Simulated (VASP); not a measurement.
Wanted: the native input for a VASP 6.6.1 run.

* Task: single point
* Functional: LDA
* Potentials or basis: VASP PAW LDA potentials, release 64 (Ge_d)
* Cutoff: 520 eV
* k mesh: 9 × 9 × 9
* Occupations: gaussian, width 0.15 eV
* Spin: no spin polarisation
* Dipole correction: no
* Further INCAR settings: ALGO = Normal; EDIFF = 1e-07; NBANDS = 66

The structure of Ge lies in POSCAR:

```
Ge
1.0
    5.1241000000      2.9584005144      1.7037333333
   -5.1241000000      2.9584005144      1.7037333333
    0.0000000000     -5.9168010287      1.7037333333
Ge
8
Direct
    0.7160372200      0.7160372200      0.7160372200
    0.2839627800      0.2839627800      0.2839627800
    0.0289443367      0.7253625347      0.5322921797
    0.5322921797      0.0289443367      0.7253625347
    0.7253625347      0.5322921797      0.0289443367
    0.9710556633      0.2746374653      0.4677078203
    0.4677078203      0.9710556633      0.2746374653
    0.2746374653      0.4677078203      0.9710556633
```

These files were run (other wordings do the same):

INCAR

```
PREC     = Accurate       # precision mode
ENCUT    = 520            # plane-wave cutoff, eV
EDIFF    = 1E-7           # SCF threshold, eV
ISMEAR   = 0              # smearing method
SIGMA    = 0.15           # smearing width, eV
LREAL    = False          # projectors in reciprocal space
LASPH    = True           # aspherical terms in the spheres
NELM     = 80             # most SCF steps
ALGO     = Normal         # electronic algorithm
ISIF     = 2              # what is computed and relaxed
LWAVE    = False          # write WAVECAR
LCHARG   = True           # write CHGCAR
GGA      = CA             # functional
LELF     = True           # ELF
LVHAR    = True         
NBANDS   = 66             # bands
```

KPOINTS

```
regular mesh
0
Gamma
  9 9 9
```

Potentials or basis: VASP PAW LDA potentials, release 64 (Ge_d).

The run is started by

```console
$ cat potpaw_LDA.64/Ge_d/POTCAR > POTCAR
$ mpirun -np 1 vasp_std > vasp.out
```

It gave:

```yaml
Pressure: 5.9 GPa
Largest_force: 3.384 eV/Å
Band_gap_on_the_k_mesh: zero (bands 56 and 57 overlap by 0.67 eV)
```

Caveat: the cell stands under pressure; semilocal functionals underestimate gaps, so a narrow gap can read as zero; forces of over 1 eV/Å act on the atoms, so gaps and moduli don't describe the material at rest.

Run time: 20 min on 1 thread of AMD EPYC 9R45 96-Core Processor (Zen 5) (shared host), peak memory 0.81 GiB.
